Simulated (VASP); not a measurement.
# InAs3 (Pm-3m) in VASP: a series of runs

Runs on InAs3. Level: PBEsol. Tasks: single point.

Everything below comes from runs of VASP 6.6.1. Logs are shortened: lines on timing, memory, paths and dates and some standing lists are left out, and cuts for length are marked.

### Step 1. The cell of the first run

Symmetry: Pm-3m, No. 221, cubic system. The conventional cell has a = 4.358 Å, b = 4.358 Å, c = 4.358 Å, α = 90.00°, β = 90.00°, γ = 90.00°. Within 4.1 Å of In (site symmetry m-3m) lie 12 As at 3.08 Å. As (site symmetry 4/mmm) has 4 In at 3.08 Å and 8 As at 3.08 Å within 4.1 Å.

### Step 2. Single point, PBEsol (Sb replaced by As, lengths x 0.936, strained)

INCAR

```
SYSTEM = InAs3
PREC = Accurate
ENCUT = 520
EDIFF = 1E-7
ISMEAR = 0
SIGMA = 0.1
LREAL = .False.
LASPH = .True.
NELM = 80
ALGO = Normal
ISIF = 2
LWAVE = .False.
LCHARG = .False.
GGA = PS
NBANDS = 22
```

KPOINTS

```
regular mesh
0
Gamma
  10 10 10
  0 0 0
```

POSCAR

```
InAs3
1.0
    4.3582860850      0.0000000000      0.0000000000
    0.0000000000      4.3582860850      0.0000000000
    0.0000000000      0.0000000000      4.3582860850
In As
1 3
Direct
    0.0000000000      0.0000000000      0.0000000000
    0.5000000000      0.0000000000      0.5000000000
    0.0000000000      0.5000000000      0.5000000000
    0.5000000000      0.5000000000      0.0000000000
```

Potentials or basis: VASP PAW PBE potentials, release 64 (In_d, As).

Launch:

```sh
$ cat potpaw_PBE.64/In_d/POTCAR potpaw_PBE.64/As/POTCAR > POTCAR
$ mpirun -np 1 vasp_std > vasp.out
```

OUTCAR:

```text
SYSTEM = InAs3
   PREC = Accurate
   ENCUT = 520
   EDIFF = 1E-7
   ISMEAR = 0
   LREAL = .False.
   LASPH = .True.
   NELM = 80
   ISIF = 2
   GGA = PS

 ion  position               nearest neighbor table
   1  0.000  0.000  0.000-   2 3.08   3 3.08   4 3.08   2 3.08   3 3.08   3 3.08   4 3.08   3 3.08
                             2 3.08   4 3.08   2 3.08   4 3.08
   2  0.500  0.000  0.500-   1 3.08   1 3.08   1 3.08   1 3.08
   3  0.000  0.500  0.500-   1 3.08   1 3.08   1 3.08   1 3.08
   4  0.500  0.500  0.000-   1 3.08   1 3.08   1 3.08   1 3.08

  LATTYP: Found a simple cubic cell.
 ALAT       =     4.3582860850

  Lattice vectors:

 A1 = (   4.3582860850,   0.0000000000,   0.0000000000)
 A2 = (   0.0000000000,   4.3582860850,   0.0000000000)
 A3 = (   0.0000000000,   0.0000000000,   4.3582860850)

Analysis of symmetry for initial positions (statically):
=====================================================================
 Subroutine PRICEL returns:
 Original cell was already a primitive cell.

 Routine SETGRP: Setting up the symmetry group for a
 simple cubic supercell.

 Subroutine GETGRP returns: Found 48 space group operations
 (whereof 48 operations were pure point group operations)
 out of a pool of 48 trial point group operations.

The static configuration has the point symmetry O_h .

Analysis of symmetry for dynamics (positions and initial velocities):
=====================================================================
 Subroutine PRICEL returns:
 Original cell was already a primitive cell.

 Routine SETGRP: Setting up the symmetry group for a
 simple cubic supercell.

 Subroutine GETGRP returns: Found 48 space group operations
 (whereof 48 operations were pure point group operations)
 out of a pool of 48 trial point group operations.

The dynamic configuration has the point symmetry O_h .

 Subroutine INISYM returns: Found 48 space group operations
 (whereof 48 operations are pure point group operations),
 and found     1 'primitive' translations

----------------------------------------------------------------------------------------

                                     Primitive cell

  volume of cell :      82.7842

  direct lattice vectors                    reciprocal lattice vectors
     4.358286085  0.000000000  0.000000000     0.229447994  0.000000000  0.000000000
     0.000000000  4.358286085  0.000000000     0.000000000  0.229447994  0.000000000
     0.000000000  0.000000000  4.358286085     0.000000000  0.000000000  0.229447994

  length of vectors
     4.358286085  4.358286085  4.358286085     0.229447994  0.229447994  0.229447994

  position of ions in fractional coordinates (direct lattice)
     0.000000000  0.000000000  0.000000000
     0.500000000  0.000000000  0.500000000
     0.000000000  0.500000000  0.500000000
     0.500000000  0.500000000  0.000000000

  ion indices of the primitive-cell ions
   primitive index   ion index
                 1           1
                 2           2
                 3           3
                 4           4

----------------------------------------------------------------------------------------

 KPOINTS: regular mesh

Automatic generation of k-mesh.
 Grid dimensions read from file:
 generate k-points for:   10   10   10

 Generating k-lattice:

  Cartesian coordinates                     Fractional coordinates (reciprocal lattice)
     0.022944799  0.000000000  0.000000000     0.100000000  0.000000000  0.000000000
     0.000000000  0.022944799  0.000000000     0.000000000  0.100000000  0.000000000
     0.000000000  0.000000000  0.022944799     0.000000000  0.000000000  0.100000000

  Length of vectors
     0.022944799  0.022944799  0.022944799

  Shift w.r.t. Gamma in fractional coordinates (k-lattice)
     0.000000000  0.000000000  0.000000000

 Subroutine IBZKPT returns following result:
 ===========================================

 Found     56 irreducible k-points:

 Following reciprocal coordinates:
            Coordinates               Weight
  0.000000  0.000000  0.000000      1.000000
  0.100000  0.000000  0.000000      6.000000
  0.200000  0.000000  0.000000      6.000000
  0.300000  0.000000  0.000000      6.000000
  0.400000  0.000000  0.000000      6.000000
  0.500000  0.000000  0.000000      3.000000
[... 16 lines left out ...]
  0.200000  0.100000  0.100000     24.000000
  0.300000  0.100000  0.100000     24.000000
 [... further k-points ...]
   k-points           NKPTS =     56   k-points in BZ     NKDIM =     56   number of bands    NBANDS=     22
   number of dos      NEDOS =    301   number of ions     NIONS =      4
   total plane-waves  NPLWV =  32768
   dimension x,y,z NGX =    32 NGY =   32 NGZ =   32
   dimension x,y,z NGXF=    64 NGYF=   64 NGZF=   64
   ions per type =               1   3
   NGX,Y,Z   is equivalent  to a cutoff of  12.21, 12.21, 12.21 a.u.
   NGXF,Y,Z  is equivalent  to a cutoff of  24.41, 24.41, 24.41 a.u.
 SYSTEM =  InAs3
   PREC   = accura    normal or accurate (medium, high low for compatibility)
   ISTART =      0    job   : 0-new  1-cont  2-samecut
   ICHARG =      2    charge: 1-file 2-atom 10-const
   ISPIN  =      1    spin polarized calculation?
   LNONCOLLINEAR =      F non collinear calculations
   LSORBIT =      F    spin-orbit coupling
   LASPH  =      T    aspherical Exc in radial PAW
   ENCUT  =  520.0 eV  38.22 Ry    6.18 a.u.   8.10  8.10  8.10*2*pi/ulx,y,z
   NELM   =     80;   NELMIN=  2; NELMDL= -5     # of ELM steps
   EDIFF  = 0.1E-06   stopping-criterion for ELM
   LREAL  =      F    real-space projection
   EDIFFG = 0.1E-05   stopping-criterion for IOM
   NSW    =      0    number of steps for IOM
   IBRION =     -1    ionic relax: 0-MD 1-quasi-New 2-CG
   NFREE  =      0    steps in history (QN), initial steepest desc. (CG)
   ISIF   =      2    stress and relaxation
   ISYM   =      2    0-nonsym 1-usesym 2-fastsym
   POTIM  = 0.5000    time-step for ionic-motion
   TEBEG  =    0.0;   TEEND  =   0.0 temperature during run
   PSTRESS=    0.0 pullay stress
   NELECT =      28.0000    total number of electrons
   NUPDOWN=      -1.0000    fix difference up-down
   EMIN   =  10.00;   EMAX   =-10.00  energy-range for DOS
   EFERMI =   0.00;   METHOD = LEGACY
   ISMEAR =     0;   SIGMA  =   0.10  broadening in eV -4-tet -1-fermi 0-gaus
   EFERMI_NEDOS =   21; number of points for ismear=-14 and -15
   IALGO  =     38    algorithm
   IMIX   =      4    mixing-type and parameters
     AMIX     =   0.40;   BMIX     =  1.00
     AMIX_MAG =   1.60;   BMIX_MAG =  1.00
  volume/ion in A,a.u.               =      20.70       139.66
  Fermi-wavevector in a.u.,A,eV,Ry     =   1.140631  2.155480 17.701706  1.301039
  Thomas-Fermi vector in A             =   2.277333
   LORBIT       =      0    0 simple, 1 ext, 2 COOP (PROOUT), +10 PAW based schemes
   GGA     = PS    functional components
   LHFCALC =     F    Hartree Fock is set to
   AEXX    =    0.0000 exact exchange contribution
   IVDW    =     0    specifies the selected vdW correction
   LEPSILON=     F    determine dielectric tensor
   LRPA    =     F    only Hartree local field effects (RPA)
 non-spin polarized calculation
 Gauss-broadening in eV      SIGMA  =   0.10
  energy-cutoff  :      520.00
  volume of cell :       82.78
 maximum number of plane-waves:      2272
   NGX = 17   NGY = 17   NGZ = 17

 number of electron      27.9999993 magnetization

 Free energy of the ion-electron system (eV)
  ---------------------------------------------------
  ext. energy  EPLUGINS =         0.00000000
  ---------------------------------------------------
  free energy    TOTEN  =       -17.04618083 eV

  energy without entropy =      -17.04104384  energy(sigma->0) =      -17.04361233

 E-fermi :   6.6819     XC(G=0): -10.7636

 val. band max:        6.6241971063   @ k =   0.3000   0.3000   0.2000
 cond. band min:       6.6864580542   @ k =   0.4000   0.4000   0.1000
 fundamental gap:      0.0622609479
 Fermi energy:         6.6819103329

 k-point     1 :       0.0000    0.0000    0.0000
  band No.  band energies     occupation
      1      -7.8137      2.00000
      2      -7.8137      2.00000
      3      -7.7496      2.00000
      4      -7.7496      2.00000
      5      -7.7496      2.00000
      6      -7.3422      2.00000
[... 14 lines left out ...]
     21      12.9608      0.00000
     22      12.9639      0.00000

 k-point     2 :       0.1000    0.0000    0.0000
  band No.  band energies     occupation
      1      -7.8113      2.00000
      2      -7.8098      2.00000
      3      -7.7525      2.00000
      4      -7.7525      2.00000
      5      -7.7495      2.00000
      6      -7.2723      2.00000
[... 14 lines left out ...]
     21      13.0200      0.00000
     22      13.3581      0.00000

 k-point     3 :       0.2000    0.0000    0.0000
  band No.  band energies     occupation
      1      -7.8051      2.00000
      2      -7.8002      2.00000
      3      -7.7601      2.00000
      4      -7.7601      2.00000
      5      -7.7491      2.00000
      6      -7.0640      2.00000
[... 14 lines left out ...]
     21      13.3809      0.00000
     22      13.3810      0.00000
[... 476 lines left out ...]
 k-point    23 :       0.2000    0.1000    0.1000
  band No.  band energies     occupation
      1      -7.7988      2.00000
      2      -7.7939      2.00000
      3      -7.7704      2.00000
      4      -7.7635      2.00000
      5      -7.7552      2.00000
      6      -6.9183      2.00000
[... 14 lines left out ...]
     21      13.2285      0.00000
     22      13.5639      0.00000

 k-point    24 :       0.3000    0.1000    0.1000
  band No.  band energies     occupation
      1      -7.7922      2.00000
      2      -7.7835      2.00000
      3      -7.7815      2.00000
      4      -7.7735      2.00000
      5      -7.7543      2.00000
      6      -6.5785      2.00000
[... 14 lines left out ...]
     21      12.8445      0.00000
     22      13.8356      0.00000

 [... further k-points ...]

------------------------ aborting loop because EDIFF is reached ----------------------------------------

  FORCE on cell =-STRESS in cart. coord.  units (eV):
  Direction    XX          YY          ZZ          XY          YZ          ZX
  --------------------------------------------------------------------------------------
  -------------------------------------------------------------------------------------
  Total       -0.8631271     -0.8631271     -0.8631271      0.0000000     -0.0000000      0.0000000
  in kB      -16.7046787    -16.7046787    -16.7046787      0.0000000     -0.0000000      0.0000000
  external PRESSURE =     -16.7046787 kB  Pullay stress =       0.0000000 kB

 VOLUME and BASIS-vectors are now :
 -----------------------------------------------------------------------------
  energy-cutoff  :      520.00
  volume of cell :       82.78
      direct lattice vectors                 reciprocal lattice vectors
     4.358286085  0.000000000  0.000000000     0.229447994  0.000000000  0.000000000
     0.000000000  4.358286085  0.000000000     0.000000000  0.229447994  0.000000000
     0.000000000  0.000000000  4.358286085     0.000000000  0.000000000  0.229447994

 POSITION                                       TOTAL-FORCE (eV/Angst)
 -----------------------------------------------------------------------------------
      0.00000      0.00000      0.00000         0.000000      0.000000      0.000000
      2.17914      0.00000      2.17914         0.000000      0.000000      0.000000
      0.00000      2.17914      2.17914         0.000000      0.000000      0.000000
      2.17914      2.17914      0.00000         0.000000      0.000000      0.000000
 -----------------------------------------------------------------------------------
    total drift:                                0.000000     -0.000000     -0.000000

  FREE ENERGIE OF THE ION-ELECTRON SYSTEM (eV)
  ---------------------------------------------------
  free  energy   TOTEN  =       -17.0461808267 eV

  energy  without entropy=      -17.0410438361  energy(sigma->0) =      -17.04361233
```

Wall time 26 s (1 thread of Intel Xeon 6975P-C (Granite Rapids), shared host); peak memory 0.24 GiB.

What came out:

| Property | Result |
| --- | --- |
| Free energy | -17.0462 eV |
| Pressure | -1.7 GPa |
| Band gap on the k mesh | zero (bands 14 and 15 overlap by 4.74 eV) |

Caveat: the cell differs from its parent crystal (Sb replaced by As, lengths x 0.936, strained); the PAW data sets were made with another functional, which shifts forces and pressure a little; spin-orbit coupling is left out, which moves the levels of the heavy elements.

### Step 3. Single point, PBEsol (Sb replaced by As, lengths x 0.936, strained)

INCAR

```
PREC     = Accurate       # precision mode
ENCUT    = 500            # plane-wave cutoff, eV
EDIFF    = 1E-6           # SCF threshold, eV
ISMEAR   = 0              # smearing method
SIGMA    = 0.1            # smearing width, eV
LREAL    = False          # projectors in reciprocal space
LASPH    = True           # aspherical terms in the spheres
NELM     = 120            # most SCF steps
ALGO     = Normal         # electronic algorithm
ISIF     = 2              # what is computed and relaxed
LWAVE    = False          # write WAVECAR
LCHARG   = False          # write CHGCAR
GGA      = PS             # functional
NBANDS   = 22             # bands
GGA_COMPAT= False
```

KPOINTS

```
regular mesh
0
Gamma
  4 4 4
```

POSCAR is that of step 2.

Potentials or basis: VASP PAW PBE potentials, release 64 (In_d, As).

Launch:

```sh
$ cat potpaw_PBE.64/In_d/POTCAR potpaw_PBE.64/As/POTCAR > POTCAR
$ mpirun -np 1 vasp_std > vasp.out
```

Run time: 17 s. Hardware: 1 thread of Intel Xeon 8259CL, shared host; peak memory 0.15 GiB.

Results (log left out):

```
Free energy            : -17.1245 eV
Pressure               : -1.3 GPa
Band gap on the k mesh : zero (bands 14 and 15 overlap by 4.74 eV)
```

Levels at points of the mesh, in eV from the Fermi level:
```csv
k point,band 12,band 13,band 14,band 15,band 16,band 17
"(0.00, 0.00, 0.00)",-2.87,0.66,0.66,0.66,2.47,2.47
"(0.50, 0.00, 0.00)",-2.07,-2.07,-0.93,-0.64,2.59,2.59
"(0.50, 0.50, 0.00)",-1.71,-1.18,-0.91,-0.91,0.86,2.01
"(0.50, 0.50, 0.50)",-5.37,-4.31,3.84,3.84,3.84,3.96
```

Caveat: the k points lie up to 0.36 Å⁻¹ apart, too coarse for converged energies and pressures of a metal; the cell differs from its parent crystal (Sb replaced by As, lengths x 0.936, strained); the PAW data sets were made with another functional, which shifts forces and pressure a little; spin-orbit coupling is left out, which moves the levels of the heavy elements.

The gap in the log of VASP goes by the Fermi energy; the results here count the filled bands.